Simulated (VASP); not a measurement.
# ZrC (R-3m) in VASP: a series of runs

ZrC is run at these levels: PBE; tasks: single point.

Program: VASP 6.6.1. These are calculated values, not measurements. Logs are shortened: lines on timing, memory, paths and dates and some standing lists are left out, and cuts for length are marked.

### 1 The cell of the first run

The structure is trigonal, space group R-3m (No. 166). Conventional cell: a = 3.374 Å, b = 3.374 Å, c = 7.897 Å, α = 90.00°, β = 90.00°, γ = 120.00°. Zr (site symmetry -3m) has 6 C at 2.35 Å within 3.1 Å. Within 3.1 Å of C (site symmetry -3m) lie 6 Zr at 2.35 Å.

### 2 Single point, PBE (equal xy, yz and zx shear strains of -3 %)

Input file INCAR:

```
PREC = Accurate
ENCUT = 520
EDIFF = 1E-6
ISMEAR = -1
SIGMA = 0.05
LREAL = False
LASPH = True
NELM = 60
ALGO = Normal
ISIF = 2
LWAVE = False
LCHARG = False
GGA = PE
NBANDS = 15
```

Input file KPOINTS:

```
regular mesh
0
Gamma
  15 15 15
```

Input file POSCAR:

```
ZrC
1.0
   -0.0705063000      2.3149568500      2.3149568500
    2.3149568500     -0.0705063000      2.3149568500
    2.3149568500      2.3149568500     -0.0705063000
Zr C
1 1
Direct
    0.5000000000      0.5000000000      0.5000000000
    0.0000000000      0.0000000000      0.0000000000
```

Potentials or basis: VASP PAW PBE potentials, release 64 (Zr_sv, C).

Command:

```sh
$ cat potpaw_PBE.64/Zr_sv/POTCAR potpaw_PBE.64/C/POTCAR > POTCAR
$ mpirun -np 1 vasp_std > vasp.out
```

OUTCAR:

```text
PREC = Accurate
   ENCUT = 520
   EDIFF = 1E-6
   ISMEAR = -1
   LREAL = False
   LASPH = True
   NELM = 60
   ISIF = 2
   GGA = PE

 ion  position               nearest neighbor table
   1  0.500  0.500  0.500-   2 2.35   2 2.35   2 2.35   2 2.35   2 2.35   2 2.35
   2  0.000  0.000  0.000-   1 2.35   1 2.35   1 2.35   1 2.35   1 2.35   1 2.35

  LATTYP: Found a trigonal (rhomboedric) cell.
 ALAT       =     3.2746025061
 COS(alpha) =     0.4693254694

  Lattice vectors:

 A1 = (  -0.0705063000,   2.3149568500,   2.3149568500)
 A2 = (   2.3149568500,  -0.0705063000,   2.3149568500)
 A3 = (   2.3149568500,   2.3149568500,  -0.0705063000)

Analysis of symmetry for initial positions (statically):
=====================================================================
 Subroutine PRICEL returns:
 Original cell was already a primitive cell.

 Routine SETGRP: Setting up the symmetry group for a
 trigonal (rhombohedral) supercell.

 Subroutine GETGRP returns: Found 12 space group operations
 (whereof 12 operations were pure point group operations)
 out of a pool of 12 trial point group operations.

The static configuration has the point symmetry D_3d.

Analysis of symmetry for dynamics (positions and initial velocities):
=====================================================================
 Subroutine PRICEL returns:
 Original cell was already a primitive cell.

 Routine SETGRP: Setting up the symmetry group for a
 trigonal (rhombohedral) supercell.

 Subroutine GETGRP returns: Found 12 space group operations
 (whereof 12 operations were pure point group operations)
 out of a pool of 12 trial point group operations.

The dynamic configuration has the point symmetry D_3d.

 Subroutine INISYM returns: Found 12 space group operations
 (whereof 12 operations are pure point group operations),
 and found     1 'primitive' translations

----------------------------------------------------------------------------------------

                                     Primitive cell

  volume of cell :      25.9450

  direct lattice vectors                    reciprocal lattice vectors
    -0.070506300  2.314956850  2.314956850    -0.206361620  0.212844184  0.212844184
     2.314956850 -0.070506300  2.314956850     0.212844184 -0.206361620  0.212844184
     2.314956850  2.314956850 -0.070506300     0.212844184  0.212844184 -0.206361620

  length of vectors
     3.274602506  3.274602506  3.274602506     0.364952616  0.364952616  0.364952616

  position of ions in fractional coordinates (direct lattice)
     0.500000000  0.500000000  0.500000000
     0.000000000  0.000000000  0.000000000

  ion indices of the primitive-cell ions
   primitive index   ion index
                 1           1
                 2           2

----------------------------------------------------------------------------------------

 KPOINTS: regular mesh

Automatic generation of k-mesh.
 Grid dimensions read from file:
 generate k-points for:   15   15   15

 Generating k-lattice:

  Cartesian coordinates                     Fractional coordinates (reciprocal lattice)
    -0.013757441  0.014189612  0.014189612     0.066666667  0.000000000  0.000000000
     0.014189612 -0.013757441  0.014189612     0.000000000  0.066666667  0.000000000
     0.014189612  0.014189612 -0.013757441     0.000000000  0.000000000  0.066666667

  Length of vectors
     0.024330174  0.024330174  0.024330174

  Shift w.r.t. Gamma in fractional coordinates (k-lattice)
     0.000000000  0.000000000  0.000000000

 Subroutine IBZKPT returns following result:
 ===========================================

 Found    344 irreducible k-points:

 Following reciprocal coordinates:
            Coordinates               Weight
  0.000000  0.000000  0.000000      1.000000
  0.066667  0.000000 -0.000000      6.000000
  0.133333 -0.000000 -0.000000      6.000000
  0.200000 -0.000000 -0.000000      6.000000
  0.266667 -0.000000 -0.000000      6.000000
  0.333333 -0.000000 -0.000000      6.000000
[... 16 lines left out ...]
  0.133333  0.133333 -0.000000      6.000000
  0.200000  0.133333 -0.000000     12.000000
 [... further k-points ...]
   k-points           NKPTS =    344   k-points in BZ     NKDIM =    344   number of bands    NBANDS=     15
   number of dos      NEDOS =    301   number of ions     NIONS =      2
   total plane-waves  NPLWV =  13824
   dimension x,y,z NGX =    24 NGY =   24 NGZ =   24
   dimension x,y,z NGXF=    48 NGYF=   48 NGZF=   48
   ions per type =               1   1
   NGX,Y,Z   is equivalent  to a cutoff of  12.18, 12.18, 12.18 a.u.
   NGXF,Y,Z  is equivalent  to a cutoff of  24.37, 24.37, 24.37 a.u.
 SYSTEM =  unknown system
   PREC   = accura    normal or accurate (medium, high low for compatibility)
   ISTART =      0    job   : 0-new  1-cont  2-samecut
   ICHARG =      2    charge: 1-file 2-atom 10-const
   ISPIN  =      1    spin polarized calculation?
   LNONCOLLINEAR =      F non collinear calculations
   LSORBIT =      F    spin-orbit coupling
   LASPH  =      T    aspherical Exc in radial PAW
   ENCUT  =  520.0 eV  38.22 Ry    6.18 a.u.   6.09  6.09  6.09*2*pi/ulx,y,z
   NELM   =     60;   NELMIN=  2; NELMDL= -5     # of ELM steps
   EDIFF  = 0.1E-05   stopping-criterion for ELM
   LREAL  =      F    real-space projection
[... 7 lines left out ...]
   TEBEG  =    0.0;   TEEND  =   0.0 temperature during run
   PSTRESS=    0.0 pullay stress
   NELECT =      16.0000    total number of electrons
   NUPDOWN=      -1.0000    fix difference up-down
   EMIN   =  10.00;   EMAX   =-10.00  energy-range for DOS
   EFERMI =   0.00;   METHOD = LEGACY
   ISMEAR =    -1;   SIGMA  =   0.05  broadening in eV -4-tet -1-fermi 0-gaus
   EFERMI_NEDOS =   21; number of points for ismear=-14 and -15
   IALGO  =     38    algorithm
   IMIX   =      4    mixing-type and parameters
     AMIX     =   0.40;   BMIX     =  1.00
     AMIX_MAG =   1.60;   BMIX_MAG =  1.00
  volume/ion in A,a.u.               =      12.97        87.54
  Fermi-wavevector in a.u.,A,eV,Ry     =   1.393468  2.633272 26.419140  1.941752
  Thomas-Fermi vector in A             =   2.517111
   LORBIT       =      0    0 simple, 1 ext, 2 COOP (PROOUT), +10 PAW based schemes
   GGA     = PE    functional components
   LHFCALC =     F    Hartree Fock is set to
   AEXX    =    0.0000 exact exchange contribution
   IVDW    =     0    specifies the selected vdW correction
   LEPSILON=     F    determine dielectric tensor
   LRPA    =     F    only Hartree local field effects (RPA)
 non-spin polarized calculation
  energy-cutoff  :      520.00
  volume of cell :       25.95
 maximum number of plane-waves:       718
   NGX = 13   NGY = 13   NGZ = 13

 number of electron      16.0000000 magnetization

 Free energy of the ion-electron system (eV)
  ---------------------------------------------------
  ext. energy  EPLUGINS =         0.00000000
  ---------------------------------------------------
  free energy    TOTEN  =       -19.42909395 eV

  energy without entropy =      -19.42647942  energy(sigma->0) =      -19.42778669

 E-fermi :   9.6317     XC(G=0): -12.1377

 val. band max:        9.6245738027   @ k =  -0.4667   0.4667   0.0000
 cond. band min:       9.6463757304   @ k =  -0.4667   0.4667   0.0000
 fundamental gap:      0.0218019278
 Fermi energy:         9.6316988262

 k-point     1 :       0.0000    0.0000    0.0000
  band No.  band energies     occupation
      1     -38.4852      2.00000
      2     -16.2077      2.00000
      3     -16.2077      2.00000
      4     -16.1631      2.00000
      5      -1.6893      2.00000
      6      10.4754      0.00000
      7      10.4754      0.00000
      8      10.5038      0.00000
      9      10.5038      0.00000
     10      10.7386      0.00000
     11      11.0940      0.00000
     12      12.4633      0.00000
     13      12.4633      0.00000
     14      16.9735      0.00000
     15      20.1141      0.00000

 k-point     2 :       0.0667    0.0000   -0.0000
  band No.  band energies     occupation
      1     -38.4811      2.00000
      2     -16.2438      2.00000
      3     -16.2101      2.00000
      4     -16.1701      2.00000
      5      -1.5894      2.00000
      6       9.6464      0.85408
      7       9.8302      0.03706
      8      10.1560      0.00006
      9      10.8110      0.00000
     10      11.0846      0.00000
     11      11.3514      0.00000
     12      13.0055      0.00000
     13      13.0331      0.00000
     14      17.1833      0.00000
     15      20.3750      0.00000

 k-point     3 :       0.1333   -0.0000   -0.0000
  band No.  band energies     occupation
      1     -38.4693      2.00000
      2     -16.3509      2.00000
      3     -16.2168      2.00000
      4     -16.1829      2.00000
      5      -1.3009      2.00000
      6       8.6404      2.00000
      7       9.0072      1.99999
      8       9.3498      1.99291
      9      11.1264      0.00000
     10      11.4640      0.00000
     11      11.7542      0.00000
     12      14.1134      0.00000
     13      14.1336      0.00000
     14      17.7225      0.00000
     15      21.0868      0.00000
[... 343 lines left out ...]
 k-point    23 :       0.1333    0.1333   -0.0000
  band No.  band energies     occupation
      1     -38.4627      2.00000
      2     -16.3341      2.00000
      3     -16.2581      2.00000
      4     -16.2226      2.00000
      5      -1.1979      2.00000
      6       7.9596      2.00000
      7       9.3932      1.98319
      8       9.6025      1.28399
      9      10.1059      0.00015
     10      12.3047      0.00000
     11      12.6224      0.00000
     12      12.7401      0.00000
     13      14.8093      0.00000
     14      18.3058      0.00000
     15      21.5013      0.00000

 k-point    24 :       0.2000    0.1333   -0.0000
  band No.  band energies     occupation
      1     -38.4493      2.00000
      2     -16.4409      2.00000
      3     -16.2682      2.00000
      4     -16.2441      2.00000
      5      -0.9092      2.00000
      6       7.2778      2.00000
      7       8.8233      2.00000
      8       9.3280      1.99540
      9      10.1701      0.00004
     10      12.6254      0.00000
     11      12.8509      0.00000
     12      13.6417      0.00000
     13      15.5030      0.00000
     14      19.0322      0.00000
     15      22.2685      0.00000

 [... further k-points ...]

------------------------ aborting loop because EDIFF is reached ----------------------------------------

  FORCE on cell =-STRESS in cart. coord.  units (eV):
  Direction    XX          YY          ZZ          XY          YZ          ZX
  --------------------------------------------------------------------------------------
  -------------------------------------------------------------------------------------
  Total        0.2573941      0.2573941      0.2573941      0.7083146      0.7083146      0.7083146
  in kB       15.8948090     15.8948090     15.8948090     43.7404195     43.7404195     43.7404195
  external PRESSURE =      15.8948090 kB  Pullay stress =       0.0000000 kB

 VOLUME and BASIS-vectors are now :
 -----------------------------------------------------------------------------
  energy-cutoff  :      520.00
  volume of cell :       25.95
      direct lattice vectors                 reciprocal lattice vectors
    -0.070506300  2.314956850  2.314956850    -0.206361620  0.212844184  0.212844184
     2.314956850 -0.070506300  2.314956850     0.212844184 -0.206361620  0.212844184
     2.314956850  2.314956850 -0.070506300     0.212844184  0.212844184 -0.206361620

 POSITION                                       TOTAL-FORCE (eV/Angst)
 -----------------------------------------------------------------------------------
      2.27970      2.27970      2.27970        -0.000000      0.000000      0.000000
      0.00000      0.00000      0.00000         0.000000     -0.000000     -0.000000
 -----------------------------------------------------------------------------------
    total drift:                               -0.000000     -0.000000      0.000000

  FREE ENERGIE OF THE ION-ELECTRON SYSTEM (eV)
  ---------------------------------------------------
  free  energy   TOTEN  =       -19.4290939517 eV

  energy  without entropy=      -19.4264794248  energy(sigma->0) =      -19.42778669
```

Wall time 66 s (1 thread of Intel Xeon Platinum 8488C (Sapphire Rapids), shared host); peak memory 0.25 GiB.

What came out:

```yaml
Free_energy: -19.4291 eV
Pressure: 1.6 GPa
Band_gap_on_the_k_mesh: zero (bands 8 and 9 overlap by 1.09 eV)
```

Caveat: the cell differs from its parent crystal (equal xy, yz and zx shear strains of -3 %).

### 3 Single point, PBE (equal xy, yz and zx shear strains of -1 %)

Input file INCAR:

```
SYSTEM = ZrC
ALGO     = Normal         ! electronic algorithm
EDIFF    = 1E-7           ! SCF threshold, eV
ENCUT    = 520            ! plane-wave cutoff, eV
GGA      = PE             ! functional
ISIF     = 2              ! what is computed and relaxed
ISMEAR   = -1             ! smearing method
LASPH    = .TRUE.         ! aspherical terms in the spheres
LCHARG   = .FALSE.        ! write CHGCAR
LREAL    = .FALSE.        ! projectors in reciprocal space
LWAVE    = .FALSE.        ! write WAVECAR
NBANDS   = 15             ! bands
NELM     = 60             ! most SCF steps
PREC     = Accurate       ! precision mode
SIGMA    = 0.05           ! smearing width, eV
```

Input file KPOINTS:

```
k-points
0
G
  15 15 15
  0 0 0
```

Input file POSCAR:

```
ZrC
1.0
   -0.0235021000      2.3384589500      2.3384589500
    2.3384589500     -0.0235021000      2.3384589500
    2.3384589500      2.3384589500     -0.0235021000
Zr C
1 1
Direct
    0.5000000000      0.5000000000      0.5000000000
    0.0000000000      0.0000000000      0.0000000000
```

Potentials or basis: VASP PAW PBE potentials, release 64 (Zr_sv, C).

Command:

```sh
$ cat potpaw_PBE.64/Zr_sv/POTCAR potpaw_PBE.64/C/POTCAR > POTCAR
$ mpirun -np 1 vasp_std > vasp.out
```

It took 2.4 min on 1 thread of Intel Xeon Platinum 8488C (Sapphire Rapids), shared host; peak memory 0.26 GiB.

It converged, with:

| Quantity | Value |
| --- | --- |
| Free energy | -19.4584 eV |
| Pressure | 1.4 GPa |
| Band gap on the k mesh | zero (bands 8 and 9 overlap by 1.32 eV) |

Stress tensor (GPa, compression positive):
```
1.44 1.52 1.52
1.52 1.44 1.52
1.52 1.52 1.44
```

Levels at points of the mesh, in eV from the Fermi level:
| k point | band 4 | band 5 | band 6 | band 7 | band 8 | band 9 | band 10 | band 11 | band 12 | band 13 |
| --- | --- | --- | --- | --- | --- | --- | --- | --- | --- | --- |
| (0.00, 0.00, 0.00) | -25.80 | -11.30 | 0.91 | 0.91 | 1.00 | 1.04 | 1.04 | 1.23 | 2.82 | 2.82 |

Caveat: the cell differs from its parent crystal (equal xy, yz and zx shear strains of -1 %).

[end of part 1 of 2]

The gap in the log of VASP goes by the Fermi energy; the results here count the filled bands.